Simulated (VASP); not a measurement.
# SnTe (m) (I4/mmm) in VASP: notebook

Runs on SnTe (m). Level: PBE. Tasks: single point.

All numbers are computed with VASP 6.6.1; they aren't measurements. Logs are shortened: lines on timing, memory, paths and dates and some standing lists are left out, and cuts for length are marked.

## (1) The cell of the first run

Symmetry: I4/mmm, No. 139, tetragonal system. Conventional cell: a = 4.465 Å, b = 4.465 Å, c = 6.417 Å, α = 90.00°, β = 90.00°, γ = 90.00°. Sn (site symmetry 4/mmm) has 6 Te at 3.16 to 3.21 Å within 4.2 Å. Within 4.2 Å of Te (site symmetry 4/mmm) lie 6 Sn at 3.16 to 3.21 Å.

## (2) Single point, PBE

INCAR reads:

```
SYSTEM = SnTe
PREC = Accurate
ENCUT = 520
EDIFF = 1E-6
ISMEAR = 0
SIGMA = 0.1
LREAL = .False.
LASPH = .True.
NELM = 100
ALGO = Normal
ISIF = 2
LWAVE = .False.
LCHARG = .False.
GGA = PE
NBANDS = 28
```

KPOINTS reads:

```
regular mesh
0
Gamma
  10 10 8
  0 0 0
```

POSCAR reads:

```
SnTe
1.0
    4.4647380387      0.0000000000      0.0000000000
    0.0000000000      4.4647380387      0.0000000000
    0.0000000000      0.0000000000      6.4171362993
Sn Te
2 2
Direct
    0.0000000000      0.0000000000      0.0000000000
    0.5000000000      0.5000000000      0.5000000000
    0.5000000000      0.5000000000      0.0000000000
    0.0000000000      0.0000000000      0.5000000000
```

Potentials or basis: VASP PAW PBE potentials, release 64 (Sn_d, Te).

The run is started by

```
> cat potpaw_PBE.64/Sn_d/POTCAR potpaw_PBE.64/Te/POTCAR > POTCAR
> mpirun -np 1 vasp_std > vasp.out
```

OUTCAR:

```text
SYSTEM = SnTe
   PREC = Accurate
   ENCUT = 520
   EDIFF = 1E-6
   ISMEAR = 0
   LREAL = .False.
   LASPH = .True.
   NELM = 100
   ISIF = 2
   GGA = PE

 ion  position               nearest neighbor table
   1  0.000  0.000  0.000-   3 3.16   3 3.16   3 3.16   3 3.16   4 3.21   4 3.21
   2  0.500  0.500  0.500-   4 3.16   4 3.16   4 3.16   4 3.16   3 3.21   3 3.21
   3  0.500  0.500  0.000-   1 3.16   1 3.16   1 3.16   1 3.16   2 3.21   2 3.21
   4  0.000  0.000  0.500-   2 3.16   2 3.16   2 3.16   2 3.16   1 3.21   1 3.21

  LATTYP: Found a simple tetragonal cell.
 ALAT       =     4.4647380387
 C/A-ratio  =     1.4372929036

  Lattice vectors:

 A1 = (   4.4647380387,   0.0000000000,   0.0000000000)
 A2 = (   0.0000000000,   4.4647380387,   0.0000000000)
 A3 = (   0.0000000000,   0.0000000000,   6.4171362993)

Analysis of symmetry for initial positions (statically):
=====================================================================
 Subroutine PRICEL returns following result:

  LATTYP: Found a body centered tetragonal cell.
 ALAT       =     4.4647380387
 C/A-ratio  =     1.4372929036

  Lattice vectors:

 A1 = (   2.2323690194,  -2.2323690194,  -3.2085681497)
 A2 = (  -2.2323690194,   2.2323690194,  -3.2085681496)
 A3 = (   2.2323690194,   2.2323690194,   3.2085681496)

   2 primitive cells build up your supercell.

 Routine SETGRP: Setting up the symmetry group for a
 simple tetragonal supercell.

 Subroutine GETGRP returns: Found 16 space group operations
 (whereof 16 operations were pure point group operations)
 out of a pool of 16 trial point group operations.

The static configuration has the point symmetry D_4h.

Analysis of symmetry for dynamics (positions and initial velocities):
=====================================================================
 Subroutine PRICEL returns following result:

  LATTYP: Found a body centered tetragonal cell.
 ALAT       =     4.4647380387
 C/A-ratio  =     1.4372929036

  Lattice vectors:

 A1 = (   2.2323690194,  -2.2323690194,  -3.2085681497)
 A2 = (  -2.2323690194,   2.2323690194,  -3.2085681496)
 A3 = (   2.2323690194,   2.2323690194,   3.2085681496)

   2 primitive cells build up your supercell.

 Routine SETGRP: Setting up the symmetry group for a
 simple tetragonal supercell.

 Subroutine GETGRP returns: Found 16 space group operations
 (whereof 16 operations were pure point group operations)
 out of a pool of 16 trial point group operations.

The dynamic configuration has the point symmetry D_4h.

 Subroutine INISYM returns: Found 16 space group operations
 (whereof 16 operations are pure point group operations),
 and found     2 'primitive' translations

----------------------------------------------------------------------------------------

                                     Primitive cell

  volume of cell :      63.9592

  direct lattice vectors                    reciprocal lattice vectors
     2.232369019 -2.232369019 -3.208568150     0.223977306  0.000000000 -0.155832751
    -2.232369019  2.232369019 -3.208568150    -0.000000000  0.223977306 -0.155832751
     2.232369019  2.232369019  3.208568150     0.223977306  0.223977306  0.000000000

  length of vectors
     4.501316746  4.501316746  4.501316746     0.272854687  0.272854687  0.316751744

  position of ions in fractional coordinates (direct lattice)
     0.000000000  0.000000000  0.000000000
     0.500000000  0.500000000  0.000000000

  ion indices of the primitive-cell ions
   primitive index   ion index
                 1           1
                 2           4

----------------------------------------------------------------------------------------

 KPOINTS: regular mesh

Automatic generation of k-mesh.
 Grid dimensions read from file:
 generate k-points for:   10   10    8

 Generating k-lattice:

  Cartesian coordinates                     Fractional coordinates (reciprocal lattice)
     0.022397731  0.000000000  0.000000000     0.100000000  0.000000000  0.000000000
     0.000000000  0.022397731  0.000000000     0.000000000  0.100000000  0.000000000
     0.000000000  0.000000000  0.019479094     0.000000000  0.000000000  0.125000000

  Length of vectors
     0.022397731  0.022397731  0.019479094

  Shift w.r.t. Gamma in fractional coordinates (k-lattice)
     0.000000000  0.000000000  0.000000000

 Subroutine IBZKPT returns following result:
 ===========================================

 Found    105 irreducible k-points:

 Following reciprocal coordinates:
            Coordinates               Weight
  0.000000  0.000000  0.000000      1.000000
  0.100000  0.000000  0.000000      4.000000
  0.200000  0.000000  0.000000      4.000000
  0.300000  0.000000  0.000000      4.000000
  0.400000  0.000000  0.000000      4.000000
  0.500000  0.000000  0.000000      2.000000
[... 16 lines left out ...]
  0.100000  0.000000  0.125000      8.000000
  0.200000  0.000000  0.125000      8.000000
 [... further k-points ...]
   k-points           NKPTS =    105   k-points in BZ     NKDIM =    105   number of bands    NBANDS=     28
   number of dos      NEDOS =    301   number of ions     NIONS =      4
   total plane-waves  NPLWV =  62208
   dimension x,y,z NGX =    36 NGY =   36 NGZ =   48
   dimension x,y,z NGXF=    72 NGYF=   72 NGZF=   96
   ions per type =               2   2
   NGX,Y,Z   is equivalent  to a cutoff of  13.40, 13.40, 12.44 a.u.
   NGXF,Y,Z  is equivalent  to a cutoff of  26.81, 26.81, 24.87 a.u.
 SYSTEM =  SnTe
   PREC   = accura    normal or accurate (medium, high low for compatibility)
   ISTART =      0    job   : 0-new  1-cont  2-samecut
   ICHARG =      2    charge: 1-file 2-atom 10-const
   ISPIN  =      1    spin polarized calculation?
   LNONCOLLINEAR =      F non collinear calculations
   LSORBIT =      F    spin-orbit coupling
   LASPH  =      T    aspherical Exc in radial PAW
   ENCUT  =  520.0 eV  38.22 Ry    6.18 a.u.   8.30  8.30 11.93*2*pi/ulx,y,z
   NELM   =    100;   NELMIN=  2; NELMDL= -5     # of ELM steps
   EDIFF  = 0.1E-05   stopping-criterion for ELM
   LREAL  =      F    real-space projection
   EDIFFG = 0.1E-04   stopping-criterion for IOM
   NSW    =      0    number of steps for IOM
   IBRION =     -1    ionic relax: 0-MD 1-quasi-New 2-CG
   NFREE  =      0    steps in history (QN), initial steepest desc. (CG)
   ISIF   =      2    stress and relaxation
   ISYM   =      2    0-nonsym 1-usesym 2-fastsym
   POTIM  = 0.5000    time-step for ionic-motion
   TEBEG  =    0.0;   TEEND  =   0.0 temperature during run
   PSTRESS=    0.0 pullay stress
   NELECT =      40.0000    total number of electrons
   NUPDOWN=      -1.0000    fix difference up-down
   EMIN   =  10.00;   EMAX   =-10.00  energy-range for DOS
[... 5 lines left out ...]
     AMIX     =   0.40;   BMIX     =  1.00
     AMIX_MAG =   1.60;   BMIX_MAG =  1.00
  volume/ion in A,a.u.               =      31.98       215.81
  Fermi-wavevector in a.u.,A,eV,Ry     =   1.111178  2.099823 16.799348  1.234717
  Thomas-Fermi vector in A             =   2.247738
   LORBIT       =      0    0 simple, 1 ext, 2 COOP (PROOUT), +10 PAW based schemes
   GGA     = PE    functional components
   LHFCALC =     F    Hartree Fock is set to
   AEXX    =    0.0000 exact exchange contribution
   IVDW    =     0    specifies the selected vdW correction
   LEPSILON=     F    determine dielectric tensor
   LRPA    =     F    only Hartree local field effects (RPA)
 non-spin polarized calculation
 Gauss-broadening in eV      SIGMA  =   0.10
  energy-cutoff  :      520.00
  volume of cell :      127.92
 maximum number of plane-waves:      3483
 NGX is ok and might be reduce to    36
   NGX = 17   NGY = 17   NGZ = 23

 number of electron      39.9999998 magnetization

 Free energy of the ion-electron system (eV)
  ---------------------------------------------------
  ext. energy  EPLUGINS =         0.00000000
  ---------------------------------------------------
  free energy    TOTEN  =       -15.10745818 eV

  energy without entropy =      -15.10688744  energy(sigma->0) =      -15.10717281

 E-fermi :   6.7228     XC(G=0):  -9.3940

 val. band max:        6.7013342717   @ k =   0.5000   0.0000   0.5000
 cond. band min:       6.7476098262   @ k =   0.5000   0.0000   0.5000
 fundamental gap:      0.0462755545
 Fermi energy:         6.7227860323

 k-point     1 :       0.0000    0.0000    0.0000
  band No.  band energies     occupation
      1     -15.2279      2.00000
      2     -15.2133      2.00000
      3     -15.2071      2.00000
      4     -15.2071      2.00000
      5     -15.2063      2.00000
      6     -15.2049      2.00000
[... 20 lines left out ...]
     27      11.5148      0.00000
     28      11.5514      0.00000

 k-point     2 :       0.1000    0.0000    0.0000
  band No.  band energies     occupation
      1     -15.2271      2.00000
      2     -15.2132      2.00000
      3     -15.2071      2.00000
      4     -15.2068      2.00000
      5     -15.2068      2.00000
      6     -15.2042      2.00000
[... 20 lines left out ...]
     27      11.3984      0.00000
     28      11.5794      0.00000

 k-point     3 :       0.2000    0.0000    0.0000
  band No.  band energies     occupation
      1     -15.2251      2.00000
      2     -15.2134      2.00000
      3     -15.2080      2.00000
      4     -15.2069      2.00000
      5     -15.2061      2.00000
      6     -15.2047      2.00000
[... 20 lines left out ...]
     27      11.3487      0.00000
     28      11.7747      0.00000

 k-point     4 :       0.3000    0.0000    0.0000
  band No.  band energies     occupation
      1     -15.2224      2.00000
      2     -15.2140      2.00000
      3     -15.2093      2.00000
      4     -15.2070      2.00000
      5     -15.2066      2.00000
      6     -15.2050      2.00000
[... 20 lines left out ...]
     27      11.5579      0.00000
     28      11.6868      0.00000

 k-point     5 :       0.4000    0.0000    0.0000
  band No.  band energies     occupation
      1     -15.2197      2.00000
      2     -15.2153      2.00000
      3     -15.2102      2.00000
      4     -15.2090      2.00000
      5     -15.2058      2.00000
      6     -15.2037      2.00000
[... 20 lines left out ...]
     27      11.9973      0.00000
     28      12.5567      0.00000

 k-point     6 :       0.5000    0.0000    0.0000
  band No.  band energies     occupation
      1     -15.2172      2.00000
      2     -15.2172      2.00000
      3     -15.2102      2.00000
      4     -15.2102      2.00000
      5     -15.2046      2.00000
      6     -15.2046      2.00000
[... 463 lines left out ...]
      5     -15.2069      2.00000
      6     -15.2069      2.00000
[... 20 lines left out ...]
     27      12.9985      0.00000
     28      12.9985      0.00000

 k-point    22 :       0.0000    0.0000    0.1250
  band No.  band energies     occupation
      1     -15.2272      2.00000
      2     -15.2137      2.00000
      3     -15.2067      2.00000
      4     -15.2067      2.00000
      5     -15.2062      2.00000
      6     -15.2047      2.00000
[... 20 lines left out ...]
     27      11.4600      0.00000
     28      11.7328      0.00000

 k-point    23 :       0.1000    0.0000    0.1250
  band No.  band energies     occupation
      1     -15.2265      2.00000
      2     -15.2137      2.00000
      3     -15.2071      2.00000
      4     -15.2067      2.00000
      5     -15.2061      2.00000
      6     -15.2041      2.00000
[... 20 lines left out ...]
     27      11.3758      0.00000
     28      11.6931      0.00000

 k-point    24 :       0.2000    0.0000    0.1250
  band No.  band energies     occupation
      1     -15.2246      2.00000
      2     -15.2138      2.00000
      3     -15.2082      2.00000
      4     -15.2066      2.00000
      5     -15.2054      2.00000
      6     -15.2050      2.00000
[... 20 lines left out ...]
     27      11.4429      0.00000
     28      11.8033      0.00000

 [... further k-points ...]

------------------------ aborting loop because EDIFF is reached ----------------------------------------

  FORCE on cell =-STRESS in cart. coord.  units (eV):
  Direction    XX          YY          ZZ          XY          YZ          ZX
  --------------------------------------------------------------------------------------
  -------------------------------------------------------------------------------------
  Total        1.5220720      1.5220720     -0.0640804      0.0000000      0.0000000      0.0000000
  in kB       19.0639354     19.0639354     -0.8026069      0.0000000      0.0000000      0.0000000
  external PRESSURE =      12.4417546 kB  Pullay stress =       0.0000000 kB

 VOLUME and BASIS-vectors are now :
 -----------------------------------------------------------------------------
  energy-cutoff  :      520.00
  volume of cell :      127.92
      direct lattice vectors                 reciprocal lattice vectors
     4.464738039  0.000000000  0.000000000     0.223977306  0.000000000  0.000000000
     0.000000000  4.464738039  0.000000000     0.000000000  0.223977306  0.000000000
     0.000000000  0.000000000  6.417136299     0.000000000  0.000000000  0.155832751

 POSITION                                       TOTAL-FORCE (eV/Angst)
 -----------------------------------------------------------------------------------
      0.00000      0.00000      0.00000         0.000000     -0.000000      0.000000
      2.23237      2.23237      3.20857        -0.000000      0.000000     -0.000000
      2.23237      2.23237      0.00000         0.000000     -0.000000      0.000000
      0.00000      0.00000      3.20857         0.000000     -0.000000      0.000000
 -----------------------------------------------------------------------------------
    total drift:                                0.000000      0.000000      0.000000

  FREE ENERGIE OF THE ION-ELECTRON SYSTEM (eV)
  ---------------------------------------------------
  free  energy   TOTEN  =       -15.1074581788 eV

  energy  without entropy=      -15.1068874427  energy(sigma->0) =      -15.10717281
```

It took 4.7 min on 1 thread of AMD EPYC 7R43 (Zen 3), shared host; peak memory 0.42 GiB.

What came out:

| Property | Result |
| --- | --- |
| Free energy | -15.1075 eV |
| Pressure | 1.2 GPa |
| Band gap on the k mesh | 0.05 eV |

Stress tensor (GPa, compression positive):
```
 1.91  0.00  0.00
 0.00  1.91  0.00
 0.00  0.00 -0.08
```

Levels at points of the mesh, in eV from the valence-band top:
| k point | band 16 | band 17 | band 18 | band 19 | band 20 | band 21 | band 22 | band 23 | band 24 | band 25 |
| --- | --- | --- | --- | --- | --- | --- | --- | --- | --- | --- |
| (0.00, 0.00, 0.00) | -3.63 | -3.63 | -2.16 | -2.16 | -1.99 | 2.27 | 3.03 | 3.42 | 3.42 | 4.70 |
| (0.50, 0.00, 0.00) | -3.94 | -1.92 | -1.92 | -0.91 | -0.91 | 0.90 | 0.90 | 1.11 | 1.11 | 3.89 |
| (0.50, 0.50, 0.00) | -5.45 | -3.76 | -3.76 | -3.58 | -3.58 | 2.23 | 2.23 | 4.57 | 4.57 | 4.99 |
| (0.00, 0.00, 0.50) | -2.99 | -2.99 | -2.99 | -2.12 | -2.12 | 1.94 | 1.94 | 3.06 | 3.06 | 3.90 |
| (0.50, 0.00, 0.50) | -1.79 | -1.75 | -1.75 | 0.00 | 0.00 | 0.05 | 0.05 | 0.36 | 0.36 | 0.42 |
| (0.50, 0.50, 0.50) | -4.75 | -4.75 | -4.75 | -0.92 | -0.92 | 0.78 | 0.78 | 4.58 | 4.58 | 4.58 |

Caveat: spin-orbit coupling is left out, which moves the levels of the heavy elements.

## (3) Single point, PBE

This run uses another cell than the first one, of 32.53 Å³/atom, 1.017 times its volume.

INCAR reads:

```
SYSTEM = SnTe
PREC     = Accurate       ! precision mode
ENCUT    = 520            ! plane-wave cutoff, eV
EDIFF    = 1E-7           ! SCF threshold, eV
ISMEAR   = 0              ! smearing method
SIGMA    = 0.1            ! smearing width, eV
LREAL    = .FALSE.        ! projectors in reciprocal space
LASPH    = .TRUE.         ! aspherical terms in the spheres
NELM     = 100            ! most SCF steps
ALGO     = Normal         ! electronic algorithm
ISIF     = 2              ! what is computed and relaxed
LWAVE    = .FALSE.        ! write WAVECAR
LCHARG   = .TRUE.         ! write CHGCAR
GGA      = PE             ! functional
LELF     = .TRUE.         ! ELF
LVHAR    = .TRUE.       
NBANDS   = 28             ! bands
```

KPOINTS reads:

```
Automatic mesh
0
G
  10 10 8
  0 0 0
```

POSCAR: that of step 2 with these lines changed.

```diff
@@ -4,3 +4,3 @@
     0.0000000000      4.4647380387      0.0000000000
-    0.0000000000      0.0000000000      6.4171362993
+    0.0000000000      0.0000000000      6.5266177532
 Sn Te
```

Potentials or basis: VASP PAW PBE potentials, release 64 (Sn_d, Te).

The run is started by

```
> cat potpaw_PBE.64/Sn_d/POTCAR potpaw_PBE.64/Te/POTCAR > POTCAR
> mpirun -np 1 vasp_std > vasp.out
```

Run time: 6.1 min. Hardware: 1 thread of AMD EPYC 7R43 (Zen 3), shared host; peak memory 0.45 GiB.

It converged, with:

- Free energy: -15.0945 eV
- Pressure: 0.6 GPa
- Band gap on the k mesh: 0.04 eV

Stress tensor (GPa, compression positive):
```
 1.83  0.00  0.00
 0.00  1.83  0.00
 0.00  0.00 -1.82
```

Levels at points of the mesh, in eV from the valence-band top:
```
           k point  band 18  band 19  band 20  band 21  band 22  band 23
(0.00, 0.00, 0.00)    -2.15    -2.15    -1.81     2.38     2.77     3.53
(0.50, 0.00, 0.00)    -1.82    -0.79    -0.79     0.91     0.91     1.09
(0.50, 0.50, 0.00)    -3.76    -3.40    -3.40     2.30     2.30     4.29
(0.00, 0.00, 0.50)    -2.92    -2.18    -2.18     1.90     1.90     3.14
(0.50, 0.00, 0.50)    -1.67     0.00     0.00     0.04     0.04     0.41
(0.50, 0.50, 0.50)    -4.68    -0.98    -0.98     0.74     0.74     4.57
```

Caveat: spin-orbit coupling is left out, which moves the levels of the heavy elements.
